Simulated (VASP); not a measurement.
Here is a VASP 6.6.1 calculation.

File INCAR:

```
SYSTEM = Ga2Ge3O
PREC = Accurate ; ENCUT = 520
EDIFF = 1E-7 ; ISMEAR = 0
SIGMA = 0.1 ; LREAL = .FALSE.
LASPH = .TRUE. ; NELM = 80
ALGO = Normal ; ISIF = 2
LWAVE = .FALSE. ; LCHARG = .FALSE.
GGA = PE ; NBANDS = 46
```

File KPOINTS:

```
Automatic mesh
0
G
  4 4 4
  0 0 0
```

Contents of POSCAR:

```
Ga2Ge3O
1.0
    5.0375919029      0.0000000000      0.0000000000
    0.0000000000      5.0375919029      0.0000000000
    0.0000000000      0.0000000000      4.8849550670
Ga Ge O
2 3 1
Direct
    0.5000000000      0.0000000000      0.0000000000
    0.0000000000      0.5000000000      0.0000000000
    0.5000000000      0.0000000000      0.5000000000
    0.0000000000      0.5000000000      0.5000000000
    0.0000000000      0.0000000000      0.5000000000
    0.0000000000      0.0000000000      0.0000000000
```

Potentials or basis: VASP PAW PBE potentials, release 64 (Ga_d, Ge_d, O).

Run with:

```sh
$ cat potpaw_PBE.64/Ga_d/POTCAR potpaw_PBE.64/Ge_d/POTCAR potpaw_PBE.64/O/POTCAR > POTCAR
$ mpirun -np 1 vasp_std > vasp.out
```

(1) Predict the pressure.

(2) Predict the band gap on the k mesh.

Results:

(1) 0.1 GPa.

(2) zero (band 37 reaches 5.64 eV, above the bottom of band 38 at 3.08 eV).
